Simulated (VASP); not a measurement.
Crystal: NbP (zincblende type).

```
Nb P
1.0
     0.00000    2.82192    2.82192
     2.82192    0.00000    2.82192
     2.82192    2.82192    0.00000
Nb P
1 1
Direct
  0.00000 0.00000 0.00000
  0.25000 0.25000 0.25000
```

| Item | Value |
| --- | --- |
| Program | VASP 6.6.1 |
| Task | relaxation of cell and atoms |
| Functional | PBE |
| Potentials or basis | VASP PAW PBE potentials, release 64 (Nb_sv, P) |
| Cutoff | 500 eV |
| k mesh | 12 × 12 × 12 |
| Occupations | fermi-dirac, width 0.08 eV |
| Spin | no spin polarisation |

At the start: pressure -3.4 GPa; volume 22.47 Å³/atom.

Problem. How do energy, volume and symmetry change on relaxing?

Solution. Over 3 steps the energy falls by 7.8 meV/atom and the volume is 21.75 Å³/atom (-3.2 %); space group F-43m (No. 216, to 0.05 Å).

Step by step:
| step | energy change (eV) | largest force (eV/Å) | pressure (GPa) | volume (Å³) |
| --- | --- | --- | --- | --- |
| 1 | 0.0000 | 0.0000 | -3.36 | 44.94 |
| 2 | 0.0046 | 0.0000 | 4.29 | 41.95 |
| 3 | -0.0156 | 0.0000 | -0.02 | 43.51 |

Final structure:
```
CELL_PARAMETERS angstrom
0.00000 2.79156 2.79156
2.79156 0.00000 2.79156
2.79156 2.79156 0.00000
ATOMIC_POSITIONS crystal
Nb 0.00000 0.00000 0.00000
P 0.25000 0.25000 0.25000
```
